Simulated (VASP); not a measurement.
# AlRu7 (P-6m2) in VASP: further runs

AlRu7 is run at these levels: PBE; tasks: single point.

Everything below comes from runs of VASP 6.6.1. Logs are shortened: lines on timing, memory, paths and dates and some standing lists are left out, and cuts for length are marked.

### Step 1. The cell of the first run

It takes space group P-6m2 (No. 187, hexagonal). The conventional cell has a = 2.713 Å, b = 2.713 Å, c = 16.818 Å, α = 90.00°, β = 90.00°, γ = 120.00°. Within 3.4 Å of Al (site symmetry -6m2) lie 6 Ru at 2.59 Å and 6 Al at 2.71 Å. Ru (site symmetry 3m) has 12 Ru at 2.62 to 2.71 Å within 3.5 Å. Within 3.5 Å of Ru (site symmetry -6m2) lie 12 Ru at 2.65 to 2.71 Å. Ru (site symmetry 3m) has 3 Al at 2.59 Å and 9 Ru at 2.63 to 2.71 Å within 3.4 Å. Ru (site symmetry 3m) has 12 Ru at 2.62 to 2.71 Å within 3.5 Å.

### Step 2. Single point, PBE (13.40 Å³/atom)

INCAR

```
PREC     = Accurate       # precision mode
ENCUT    = 520            # plane-wave cutoff, eV
EDIFF    = 1E-6           # SCF threshold, eV
ISMEAR   = 0              # smearing method
SIGMA    = 0.1            # smearing width, eV
LREAL    = False          # projectors in reciprocal space
LASPH    = True           # aspherical terms in the spheres
NELM     = 100            # most SCF steps
ALGO     = Fast           # electronic algorithm
ISIF     = 2              # what is computed and relaxed
LWAVE    = False          # write WAVECAR
LCHARG   = False          # write CHGCAR
GGA      = PE             # functional
NBANDS   = 60             # bands
```

KPOINTS

```
regular mesh
0
Gamma
  12 12 2
```

POSCAR

```
AlRu7
1.0
    2.7131896645      0.0000000000      0.0000000000
   -1.3565948323      2.3496911747      0.0000000000
    0.0000000000      0.0000000000     16.8178857739
Al Ru
1 7
Direct
    0.0000000000      0.0000000000      0.0000000000
    0.3333333333      0.6666666667      0.6268241247
    0.0000000000      0.0000000000      0.5000000000
    0.3333333333      0.6666666667      0.3731758753
    0.3333333333      0.6666666667      0.8771635702
    0.0000000000      0.0000000000      0.7518832680
    0.3333333333      0.6666666667      0.1228364298
    0.0000000000      0.0000000000      0.2481167320
```

Potentials or basis: VASP PAW PBE potentials, release 64 (Al, Ru_pv).

The run is started by

```bash
$ cat potpaw_PBE.64/Al/POTCAR potpaw_PBE.64/Ru_pv/POTCAR > POTCAR
$ mpirun -np 1 vasp_std > vasp.out
```

OUTCAR:

```text
PREC = Accurate
   ENCUT = 520
   EDIFF = 1E-6
   ISMEAR = 0
   LREAL = False
   LASPH = True
   NELM = 100
   ISIF = 2
   GGA = PE

 ion  position               nearest neighbor table
   1  0.000  0.000  0.000-   5 2.59   7 2.59   5 2.59   7 2.59   5 2.59   7 2.59
   2  0.333  0.667  0.627-   6 2.62   6 2.62   6 2.62   3 2.65   3 2.65   3 2.65
   3  0.000  0.000  0.500-   2 2.65   4 2.65   2 2.65   4 2.65   2 2.65   4 2.65
   4  0.333  0.667  0.373-   8 2.62   8 2.62   8 2.62   3 2.65   3 2.65   3 2.65
   5  0.333  0.667  0.877-   1 2.59   1 2.59   1 2.59   6 2.63   6 2.63   6 2.63
   6  0.000  0.000  0.752-   2 2.62   2 2.62   2 2.62   5 2.63   5 2.63   5 2.63
   7  0.333  0.667  0.123-   1 2.59   1 2.59   1 2.59   8 2.63   8 2.63   8 2.63
   8  0.000  0.000  0.248-   4 2.62   4 2.62   4 2.62   7 2.63   7 2.63   7 2.63

  LATTYP: Found a hexagonal cell.
 ALAT       =     2.7131896645
 C/A-ratio  =     6.1985662093

  Lattice vectors:

 A1 = (   2.7131896645,   0.0000000000,   0.0000000000)
 A2 = (  -1.3565948323,   2.3496911747,   0.0000000000)
 A3 = (   0.0000000000,   0.0000000000,  16.8178857739)

Analysis of symmetry for initial positions (statically):
=====================================================================
 Subroutine PRICEL returns:
 Original cell was already a primitive cell.

 Routine SETGRP: Setting up the symmetry group for a
 hexagonal supercell.

 Subroutine GETGRP returns: Found 12 space group operations
 (whereof 12 operations were pure point group operations)
 out of a pool of 24 trial point group operations.

The static configuration has the point symmetry D_3h.

Analysis of symmetry for dynamics (positions and initial velocities):
=====================================================================
 Subroutine PRICEL returns:
 Original cell was already a primitive cell.

 Routine SETGRP: Setting up the symmetry group for a
 hexagonal supercell.

 Subroutine GETGRP returns: Found 12 space group operations
 (whereof 12 operations were pure point group operations)
 out of a pool of 24 trial point group operations.

The dynamic configuration has the point symmetry D_3h.

 Subroutine INISYM returns: Found 12 space group operations
 (whereof 12 operations are pure point group operations),
 and found     1 'primitive' translations

[... 107 lines left out ...]
   LREAL  =      F    real-space projection
   EDIFFG = 0.1E-04   stopping-criterion for IOM
   NSW    =      0    number of steps for IOM
   IBRION =     -1    ionic relax: 0-MD 1-quasi-New 2-CG
   NFREE  =      0    steps in history (QN), initial steepest desc. (CG)
   ISIF   =      2    stress and relaxation
   ISYM   =      2    0-nonsym 1-usesym 2-fastsym
   POTIM  = 0.5000    time-step for ionic-motion
   TEBEG  =    0.0;   TEEND  =   0.0 temperature during run
   PSTRESS=    0.0 pullay stress
   NELECT =     101.0000    total number of electrons
   NUPDOWN=      -1.0000    fix difference up-down
   EMIN   =  10.00;   EMAX   =-10.00  energy-range for DOS
   EFERMI =   0.00;   METHOD = LEGACY
   ISMEAR =     0;   SIGMA  =   0.10  broadening in eV -4-tet -1-fermi 0-gaus
   EFERMI_NEDOS =   21; number of points for ismear=-14 and -15
   IALGO  =     68    algorithm
   IMIX   =      4    mixing-type and parameters
     AMIX     =   0.40;   BMIX     =  1.00
     AMIX_MAG =   1.60;   BMIX_MAG =  1.00
  volume/ion in A,a.u.               =      13.40        90.44
  Fermi-wavevector in a.u.,A,eV,Ry     =   1.604826  3.032681 35.041331  2.575465
  Thomas-Fermi vector in A             =   2.701269
   LORBIT       =      0    0 simple, 1 ext, 2 COOP (PROOUT), +10 PAW based schemes
   GGA     = PE    functional components
   LHFCALC =     F    Hartree Fock is set to
   AEXX    =    0.0000 exact exchange contribution
   IVDW    =     0    specifies the selected vdW correction
   LEPSILON=     F    determine dielectric tensor
   LRPA    =     F    only Hartree local field effects (RPA)
 non-spin polarized calculation
 RMM-DIIS sequential band-by-band and
 Gauss-broadening in eV      SIGMA  =   0.10
  energy-cutoff  :      520.00
  volume of cell :      107.22
 maximum number of plane-waves:      2913
   NGX = 11   NGY = 11   NGZ = 63

 number of electron     101.0000000 magnetization

 Free energy of the ion-electron system (eV)
  ---------------------------------------------------
  ext. energy  EPLUGINS =         0.00000000
  ---------------------------------------------------
  free energy    TOTEN  =       -68.99331684 eV

  energy without entropy =      -68.95908672  energy(sigma->0) =      -68.97620178

 E-fermi :  12.6842     XC(G=0): -13.7930

 val. band max:       12.6836744654   @ k =   0.3333   0.2500   0.5000
 cond. band min:      12.7043436659   @ k =   0.3333   0.1667   0.0000
 fundamental gap:      0.0206692005
 Fermi energy:        12.6842255451

 k-point     1 :       0.0000    0.0000    0.0000
  band No.  band energies     occupation
      1     -30.9916      2.00000
      2     -30.8807      2.00000
      3     -30.5827      2.00000
      4     -30.3513      2.00000
      5     -30.1026      2.00000
      6     -30.1026      2.00000
[... 1501 lines left out ...]
     59      14.1229      0.00000
     60      14.3912      0.00000

 [... further k-points ...]

------------------------ aborting loop because EDIFF is reached ----------------------------------------

  FORCE on cell =-STRESS in cart. coord.  units (eV):
  Direction    XX          YY          ZZ          XY          YZ          ZX
  --------------------------------------------------------------------------------------
  -------------------------------------------------------------------------------------
  Total        6.0126015      6.0126015      6.0093338     -0.0000000      0.0000000      0.0000000
  in kB       89.8484655     89.8484655     89.7996356     -0.0000000      0.0000000      0.0000000
  external PRESSURE =      89.8321889 kB  Pullay stress =       0.0000000 kB

 VOLUME and BASIS-vectors are now :
 -----------------------------------------------------------------------------
  energy-cutoff  :      520.00
  volume of cell :      107.22
      direct lattice vectors                 reciprocal lattice vectors
     2.713189665  0.000000000  0.000000000     0.368569884  0.212793922  0.000000000
    -1.356594832  2.349691175  0.000000000     0.000000000  0.425587844  0.000000000
     0.000000000  0.000000000 16.817885774     0.000000000  0.000000000  0.059460506

 POSITION                                       TOTAL-FORCE (eV/Angst)
 -----------------------------------------------------------------------------------
      0.00000      0.00000      0.00000         0.000000     -0.000000      0.000000
     -0.00000      1.56646     10.54186         0.000000      0.000000      0.000128
      0.00000      0.00000      8.40894        -0.000000      0.000000      0.000000
     -0.00000      1.56646      6.27603         0.000000      0.000000     -0.000128
     -0.00000      1.56646     14.75204        -0.000000     -0.000000     -0.001649
      0.00000      0.00000     12.64509         0.000000      0.000000      0.000463
     -0.00000      1.56646      2.06585        -0.000000     -0.000000      0.001649
      0.00000      0.00000      4.17280         0.000000      0.000000     -0.000463
 -----------------------------------------------------------------------------------
    total drift:                                0.000000     -0.000000     -0.000000

  FREE ENERGIE OF THE ION-ELECTRON SYSTEM (eV)
  ---------------------------------------------------
  free  energy   TOTEN  =       -68.9933168359 eV

  energy  without entropy=      -68.9590867187  energy(sigma->0) =      -68.97620178
```

stdout:

```text
POSCAR found type information on POSCAR AlRu
 POSCAR found :  2 types and       8 ions
 scaLAPACK will be used
 LDA part: xc-table for (Slater+PW92), standard interpolation
 POSCAR, INCAR and KPOINTS ok, starting setup
 FFT: planning ... GRIDC
 FFT: planning ... GRID_SOFT
 FFT: planning ... GRID
 WAVECAR not read
 entering main loop
```

Wall time 7.6 min (1 thread of Intel Xeon Platinum 8488C (Sapphire Rapids), shared host); peak memory 0.32 GiB.

What came out:

```
Free energy            : -68.9933 eV
Pressure               : 9.0 GPa
Band gap on the k mesh : zero (an odd number of electrons rules out a gap without spin polarisation)
```

Caveat: the cell stands under pressure.

### Step 3. Single point, PBE

This run uses another cell than the first one, of 13.82 Å³/atom.

INCAR

```
PREC = Accurate
ENCUT = 520
EDIFF = 1E-6
ISMEAR = 0
SIGMA = 0.1
LREAL = False
LASPH = True
NELM = 80
ALGO = Fast
ISIF = 2
LWAVE = False
LCHARG = False
GGA = PE
NBANDS = 60
```

KPOINTS is that of step 2.

POSCAR

```
AlRu7
1.0
    2.7420090201      0.0000000000      0.0000000000
   -1.3710045101      2.3746494688      0.0000000000
    0.0000000000      0.0000000000     16.9754858913
Al Ru
1 7
Direct
    0.0000000000      0.0000000000      0.0000000000
    0.3333333333      0.6666666667      0.6267253651
    0.0000000000      0.0000000000      0.5000000000
    0.3333333333      0.6666666667      0.3732746349
    0.3333333333      0.6666666667      0.8764731498
    0.0000000000      0.0000000000      0.7515030047
    0.3333333333      0.6666666667      0.1235268502
    0.0000000000      0.0000000000      0.2484969953
```

Potentials or basis: VASP PAW PBE potentials, release 64 (Al, Ru_pv).

The run is started by

```bash
$ cat potpaw_PBE.64/Al/POTCAR potpaw_PBE.64/Ru_pv/POTCAR > POTCAR
$ mpirun -np 1 vasp_std > vasp.out
```

It took 9 min on 1 thread of Intel Xeon Platinum 8488C (Sapphire Rapids), shared host; peak memory 0.33 GiB.

It converged, with:

| Property | Result |
| --- | --- |
| Free energy | -69.0845 eV |
| Pressure | -0.1 GPa |
| Largest force | 0.005 eV/Å |
| Band gap on the k mesh | zero (an odd number of electrons rules out a gap without spin polarisation) |

Forces in eV/Å, atoms in the order of the input:
```
Al   0.000  0.000  0.000
Ru   0.000  0.000 -0.005
Ru   0.000  0.000  0.000
Ru   0.000  0.000  0.005
Ru   0.000  0.000  0.005
Ru   0.000  0.000  0.000
Ru   0.000  0.000 -0.005
Ru   0.000  0.000  0.000
```

Levels at points of the mesh, in eV from the Fermi level:
```csv
k point,band 46,band 47,band 48,band 49,band 50,band 51,band 52,band 53
"(0.00, 0.00, 0.00)",-1.94,-1.94,-1.44,-1.25,-1.25,-0.79,-0.79,-0.69
"(0.50, 0.00, 0.00)",-0.12,0.08,0.68,0.73,1.27,1.27,1.49,1.52
"(0.00, 0.00, 0.50)",-1.95,-1.93,-1.93,-1.26,-1.26,-0.78,-0.78,-0.17
"(0.50, 0.00, 0.50)",-0.19,0.78,0.85,0.94,1.26,1.27,1.48,1.49
```

### Step 4. Single point, PBE

This run uses another cell than the first one, of 13.82 Å³/atom.

INCAR

```
PREC     = Accurate       # precision mode
ENCUT    = 520            # plane-wave cutoff, eV
EDIFF    = 1E-7           # SCF threshold, eV
ISMEAR   = 0              # smearing method
SIGMA    = 0.1            # smearing width, eV
LREAL    = F              # projectors in reciprocal space
LASPH    = T              # aspherical terms in the spheres
NELM     = 60             # most SCF steps
ALGO     = Fast           # electronic algorithm
ISIF     = 2              # what is computed and relaxed
LWAVE    = F              # write WAVECAR
LCHARG   = F              # write CHGCAR
GGA      = PE             # functional
NBANDS   = 60             # bands
```

KPOINTS

```
Automatic mesh
0
Gamma
  12 12 2
```

POSCAR

```
AlRu7
1.0
    2.7420299039      0.0000000000      0.0000000000
   -1.3710149520      2.3746675547      0.0000000000
    0.0000000000      0.0000000000     16.9736875564
Al Ru
1 7
Direct
    0.0000000000      0.0000000000      0.0000000000
    0.3333333333      0.6666666667      0.6267145070
    0.0000000000      0.0000000000      0.5000000000
    0.3333333333      0.6666666667      0.3732854930
    0.3333333333      0.6666666667      0.8765120673
    0.0000000000      0.0000000000      0.7515020776
    0.3333333333      0.6666666667      0.1234879327
    0.0000000000      0.0000000000      0.2484979224
```

The run is started by

```bash
$ cat potpaw_PBE.64/Al/POTCAR potpaw_PBE.64/Ru_pv/POTCAR > POTCAR
$ mpirun -np 1 vasp_std > vasp.out
```

Run time: 11 min. Hardware: 1 thread of Intel Xeon Platinum 8488C (Sapphire Rapids), shared host; peak memory 0.33 GiB.

It converged, with:

| Quantity | Value |
| --- | --- |
| Free energy | -69.0845 eV |
| Pressure | -0.1 GPa |
| Largest force | 0.004 eV/Å |
| Band gap on the k mesh | zero (an odd number of electrons rules out a gap without spin polarisation) |

Forces in eV/Å, atoms in the order of the input:
```
Al   0.000  0.000  0.000
Ru   0.000  0.000 -0.001
Ru   0.000  0.000  0.000
Ru   0.000  0.000  0.001
Ru   0.000  0.000 -0.004
Ru   0.000  0.000  0.004
Ru   0.000  0.000  0.004
Ru   0.000  0.000 -0.004
```

Levels at points of the mesh, in eV from the Fermi level:
| k point | band 45 | band 46 | band 47 | band 48 | band 49 | band 50 | band 51 | band 52 | band 53 | band 54 |
| --- | --- | --- | --- | --- | --- | --- | --- | --- | --- | --- |
| (0.00, 0.00, 0.00) | -2.13 | -1.94 | -1.94 | -1.44 | -1.25 | -1.25 | -0.79 | -0.79 | -0.69 | -0.14 |
| (0.50, 0.00, 0.00) | -0.40 | -0.12 | 0.08 | 0.68 | 0.73 | 1.27 | 1.27 | 1.49 | 1.52 | 1.60 |
| (0.00, 0.00, 0.50) | -2.13 | -1.95 | -1.93 | -1.93 | -1.26 | -1.26 | -0.78 | -0.78 | -0.17 | -0.17 |
| (0.50, 0.00, 0.50) | -0.68 | -0.19 | 0.78 | 0.85 | 0.94 | 1.26 | 1.27 | 1.48 | 1.49 | 1.52 |

### Step 5. Overview

| cell | further INCAR settings | gap on the mesh (eV) | pressure (GPa) |
| --- | --- | --- | --- |
| a = 2.713, b = 2.713, c = 16.818 Å, angles 90.0, 90.0, 120.0°, 8 atoms, atomic positions A | ALGO = Fast; EDIFF = 1e-06; NBANDS = 60 | none | 9.0 |
| a = 2.742, b = 2.742, c = 16.975 Å, angles 90.0, 90.0, 120.0°, 8 atoms, atomic positions B | ALGO = Fast; EDIFF = 1e-06; NBANDS = 60 | none | -0.1 |
| a = 2.742, b = 2.742, c = 16.974 Å, angles 90.0, 90.0, 120.0°, 8 atoms, atomic positions C | ALGO = Fast; EDIFF = 1e-07; NBANDS = 60 | none | -0.1 |

Alike in all rows: task single point; level PBE; potentials or basis VASP PAW PBE potentials, release 64 (Al, Ru_pv); no spin polarisation; k mesh 12 × 12 × 2; cutoff (eV) 520; smearing gaussian 0.1 eV.

Caveats: the cell stands under pressure (at least some runs).

Total energies depend on the potentials used, so only differences within one code and one set of settings carry meaning.

The gap in the log of VASP goes by the Fermi energy; the results here count the filled bands.